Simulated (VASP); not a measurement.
Si: single point with PBE

Si:

```
Si
1.0
     0.00000    2.85854    2.38287
     2.85854    0.00000    2.38287
     2.85854    2.85854    0.00000
Si
2
Direct
  0.50000 0.50000 0.50000
  0.75000 0.75000 0.75000
```

This cell differs from its parent crystal: volume 19.471 Å^3 an atom, c/a of the conventional cell 0.8336.

* Program: VASP 6.6.1
* Task: single point
* Functional: PBE
* Potentials or basis: VASP PAW PBE potentials, release 64 (Si)
* Cutoff: 520 eV
* k mesh: 10 × 10 × 10
* Occupations: gaussian, width 0.05 eV
* Spin: no spin polarisation
* Dipole correction: no
* Further INCAR settings: ALGO = Normal; EDIFF = 1e-06; NBANDS = 11

| Item | Value |
| --- | --- |
| Pressure | 3.1 GPa |
| Band gap on the k mesh | zero (band 4 reaches 6.87 eV, above the bottom of band 5 at 5.59 eV) |

Stress tensor (GPa, compression positive):
```
-0.28  0.00  0.00
 0.00 -0.28  0.00
 0.00  0.00  9.96
```

Levels at points of the mesh, in eV from the Fermi level:
```csv
k point,band 1,band 2,band 3,band 4,band 5,band 6,band 7,band 8
"(0.00, 0.00, 0.00)",-12.15,-0.34,-0.34,0.73,2.29,2.97,2.97,3.37
"(0.50, 0.00, 0.00)",-9.70,-7.09,-1.97,-0.52,0.90,2.65,4.89,8.21
"(0.50, 0.50, 0.00)",-7.17,-7.17,-3.78,-3.78,-0.22,-0.22,10.03,10.03
"(0.50, 0.00, 0.50)",-8.25,-8.25,-2.33,-2.33,1.24,1.24,8.45,8.45
```

It took 39 s on 1 thread of Intel(R) Xeon(R) Platinum 8259CL CPU @ 2.50GHz (Skylake/Cascade Lake), with other jobs on the host, peak memory 0.17 GiB.
